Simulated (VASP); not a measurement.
Wanted: the native input for a VASP 6.6.1 run.

```
Task                   : single point
Functional             : revPBE
Potentials or basis    : VASP PAW PBE potentials, release 64 (Sn_d, O)
Cutoff                 : 520 eV
k mesh                 : 5 × 5 × 6
Occupations            : fermi-dirac, width 0.05 eV
Spin                   : no spin polarisation
Dipole correction      : no
Further INCAR settings : ALGO = Normal; EDIFF = 1e-06; NBANDS = 35
```

The structure of SnO2 lies in POSCAR:

```
SnO2
1.0
    4.7880040000      0.0000000000      0.0000000000
    0.0000000000      4.8665820000      0.0000000000
    0.0000000000      0.0000000000      3.2408980000
Sn O
2 4
Direct
    0.0000000000      0.0000000000      0.0000000000
    0.5000000000      0.5000000000      0.5000000000
    0.7081450000      0.6789580000      0.0000000000
    0.2081450000      0.8210420000      0.5000000000
    0.7918550000      0.1789580000      0.5000000000
    0.2918550000      0.3210420000      0.0000000000
```

The input as run:

INCAR

```
ALGO = Normal
EDIFF = 1E-6
ENCUT = 520
GGA = RE
ISIF = 2
ISMEAR = -1
LASPH = T
LCHARG = F
LREAL = F
LWAVE = F
NBANDS = 35
NELM = 60
PREC = Accurate
SIGMA = 0.05
```

KPOINTS

```
k-points
0
Gamma
  5 5 6
```

Potentials or basis: VASP PAW PBE potentials, release 64 (Sn_d, O).

Command:

```console
$ cat potpaw_PBE.64/Sn_d/POTCAR potpaw_PBE.64/O/POTCAR > POTCAR
$ mpirun -np 1 vasp_std > vasp.out
```

It gave:

```
Pressure               : 2.9 GPa
Largest force          : 0.061 eV/Å
Band gap on the k mesh : 0.85 eV
```

Caveat: the PAW data sets were made with another functional, which shifts forces and pressure a little; spin-orbit coupling is left out, which moves the levels of the heavy elements.

Wall time 2.3 min on 1 thread of Intel Xeon 8259CL, with other jobs on the host, peak memory 0.22 GiB.
